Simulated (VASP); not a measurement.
Input of a VASP 6.6.1 run:

INCAR

```
PREC = Accurate
ENCUT = 520
EDIFF = 1E-7
ISMEAR = 0
SIGMA = 0.02
LREAL = False
LASPH = True
NELM = 60
ALGO = Fast
ISIF = 2
LWAVE = False
LCHARG = True
GGA = PE
LVHAR = True
KPAR = 4
```

Contents of KPOINTS:

```
Automatic mesh
0
Gamma
  8 8 8
```

Contents of POSCAR:

```
BaO                                     
1.0
    0.0000000000      2.8066082545      2.8066082545
    2.8066082545     -0.0000000000      2.8066082545
    2.8066082545      2.8066082545     -0.0000000000
  Ba              O             
     1     1
Direct
     0.0000000000000000    0.0000000000000000    0.0000000000000000
     0.5000000000000000    0.5000000000000000    0.5000000000000000
```

Potentials or basis: VASP PAW PBE potentials, release 64 (Ba_sv, O).

The run is started by

```console
$ cat potpaw_PBE.64/Ba_sv/POTCAR potpaw_PBE.64/O/POTCAR > POTCAR
$ mpirun -np 4 vasp_std > vasp.out
```

Question: What does it give for the pressure?

Answer: 0.1 GPa.

Question: Predict the band gap on the k mesh.

Answer: 2.10 eV.

Caveat: spin-orbit coupling is left out, which moves the levels of the heavy elements. A k mesh can miss the band edges.
